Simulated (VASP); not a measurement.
Set up this calculation in VASP 6.6.1, as the native input.

| Quantity | Value |
| --- | --- |
| Task | single point |
| Functional | PBEsol |
| Potentials or basis | VASP PAW PBE potentials, release 64 (Bi_d) |
| Cutoff | 520 eV |
| k mesh | 12 × 12 × 12 |
| Occupations | gaussian, width 0.15 eV |
| Spin | no spin polarisation |
| Dipole correction | no |
| Further INCAR settings | ALGO = Fast; EDIFF = 1e-06; NBANDS = 22 |

The structure of Bi lies in POSCAR:

```
Bi
1.0
    2.2389046832      1.2926322216      4.0726200000
   -2.2389046832      1.2926322216      4.0726200000
    0.0000000000     -2.5852644431      4.0726200000
Bi
2
Direct
    0.2338900000      0.2338900000      0.2338900000
    0.7661100000      0.7661100000      0.7661100000
```

This cell differs from its parent crystal: strain -0.015 along x and y, +0.030 along z.

The input as run:

INCAR

```
ALGO     = Fast           # electronic algorithm
EDIFF    = 1E-6           # SCF threshold, eV
ENCUT    = 520            # plane-wave cutoff, eV
GGA      = PS             # functional
ISIF     = 2              # what is computed and relaxed
ISMEAR   = 0              # smearing method
LASPH    = True           # aspherical terms in the spheres
LCHARG   = False          # write CHGCAR
LREAL    = False          # projectors in reciprocal space
LWAVE    = False          # write WAVECAR
NBANDS   = 22             # bands
NELM     = 100            # most SCF steps
PREC     = Accurate       # precision mode
SIGMA    = 0.15           # smearing width, eV
```

KPOINTS

```
k-points
0
Gamma
  12 12 12
```

Potentials or basis: VASP PAW PBE potentials, release 64 (Bi_d).

Command:

```bash
$ cat potpaw_PBE.64/Bi_d/POTCAR > POTCAR
$ mpirun -np 1 vasp_std > vasp.out
```

Results of the run:

```json
{"Pressure": "-0.4 GPa", "Largest force": "0.058 eV/Å", "Band gap on the k mesh": "zero (band 15 reaches 6.21 eV, above the bottom of band 16 at 5.91 eV)"}
```

Caveat: the cell differs from its parent crystal (strain -0.015 along x and y, +0.030 along z); the PAW data sets were made with another functional, which shifts forces and pressure a little; spin-orbit coupling is left out, which moves the levels of the heavy elements.

Wall time 5.7 min on 1 thread of Intel(R) Xeon(R) Platinum 8259CL CPU @ 2.50GHz (Skylake/Cascade Lake), with other jobs on the host, peak memory 0.36 GiB.
